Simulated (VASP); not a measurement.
A run of VASP 6.6.1:

The input POSCAR:

```
LiMg
1.0
    3.4435531148      0.0000000000      0.0000000000
    0.0000000000      3.4435531148      0.0000000000
    0.0000000000      0.0000000000      3.4435531148
Li Mg
1 1
Direct
    0.0000000000      0.0000000000      0.0000000000
    0.5000000000      0.5000000000      0.5000000000
```

INCAR.step1

```
PREC = Accurate ; ENCUT = 520
ISMEAR = -1 ; SIGMA = 0.15
LREAL = F ; LASPH = T
NELM = 60 ; NBANDS = 10
GGA = PE ; ALGO = Normal
EDIFF = 1E-4 ; LWAVE = T
LCHARG = F
```

Contents of INCAR.step2:

```
PREC = Accurate ; ENCUT = 520
EDIFF = 1E-7 ; ISMEAR = -1
SIGMA = 0.15 ; LREAL = F
LASPH = T ; NELM = 60
ALGO = Normal ; ISIF = 2
LWAVE = F ; LCHARG = F
METAGGA = R2SCAN ; LMIXTAU = T
NBANDS = 10 ; ISTART = 1
```

Contents of KPOINTS:

```
Automatic mesh
0
Gamma
  7 7 7
```

Potentials or basis: VASP PAW PBE potentials, release 64 (Li_sv, Mg).

Command:

```sh
$ cat potpaw_PBE.64/Li_sv/POTCAR potpaw_PBE.64/Mg/POTCAR > POTCAR
$ cp INCAR.step1 INCAR
$ mpirun -np 1 vasp_std > vasp.out
$ cp INCAR.step2 INCAR
$ mpirun -np 1 vasp_std > vasp.out
```

Hardware: 1 thread of Intel(R) Xeon(R) Platinum 8259CL CPU @ 2.50GHz (Skylake/Cascade Lake) (shared host).

Problem. How long does it take, and how much memory?

Solution. Wall time 71 s on 1 thread of Intel(R) Xeon(R) Platinum 8259CL CPU @ 2.50GHz (Skylake/Cascade Lake), on a shared host, peak memory 0.16 GiB. Counts: k points 20.
